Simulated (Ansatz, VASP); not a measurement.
CdSe: VASP beside Ansatz

```
CELL_PARAMETERS angstrom
0.00000 3.07027 3.07027
3.07027 0.00000 3.07027
3.07027 3.07027 0.00000
ATOMIC_POSITIONS crystal
Cd 0.00000 0.00000 0.00000
Se 0.75000 0.75000 0.75000
```

Alike in both runs: task single point; functional PBE-based screened hybrid; k mesh 3 × 3 × 3; no spin polarisation.

|  | VASP | Ansatz |
| --- | --- | --- |
| version | VASP 6.6.1 | Ansatz 0.2.0 |
| potentials or method | VASP PAW PBE potentials, release 64 (Cd, Se), cutoff 400 eV | plane waves, PAW |
| occupations | gaussian, width 0.01 eV | fixed |
| valence electrons in the cell | 18 | 36 |

VASP gave:

| Quantity | Value |
| --- | --- |
| gap on the k mesh at the Fermi level (eV) | 1.96 |

Task: Which values does Ansatz return?

Result: gap on the k mesh at the Fermi level (eV): 1.95.

VASP's potentials were made for PBE, not for PBE-based screened hybrid. VASP's potentials hold 18 valence electrons a cell and Ansatz's 36, so a difference there can come from the potentials and not from the codes.

The k mesh is coarse, so the values compare programs but aren't converged.
